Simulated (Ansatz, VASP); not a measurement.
**Li2O: VASP beside Ansatz**

```xyz
3
Lattice="0.0000 2.3113 2.3113 2.3113 0.0000 2.3113 2.3113 2.3113 0.0000" Properties=species:S:1:pos:R:3 pbc="T T T"
Li    1.1557    1.1557    1.1557
Li    3.4670    3.4670    3.4670
O     0.0000    0.0000    0.0000
```

Alike in both runs: task single point; functional revPBE; k mesh 8 × 8 × 8; occupations gaussian, width 0.05 eV; no spin polarisation.

```csv
,VASP,Ansatz
version,VASP 6.6.1,Ansatz 0.2.0
potentials or method,"VASP PAW PBE potentials, release 64 (Li_sv, O), cutoff 750 eV","scalar-relativistic, plane waves, PAW"
valence electrons in the cell,12,12
```

|  | VASP | Ansatz | Ansatz less VASP |
| --- | --- | --- | --- |
| gap on the k mesh at the Fermi level (eV) | 5.08 | 5.10 | +0.015 |
| least direct gap on the mesh (eV) | 5.32 | 5.32 | +0.003 |
| pressure (GPa) | 2.9 | 3.2 | +0.34 |

VASP's potentials were made for PBE, not for revPBE.
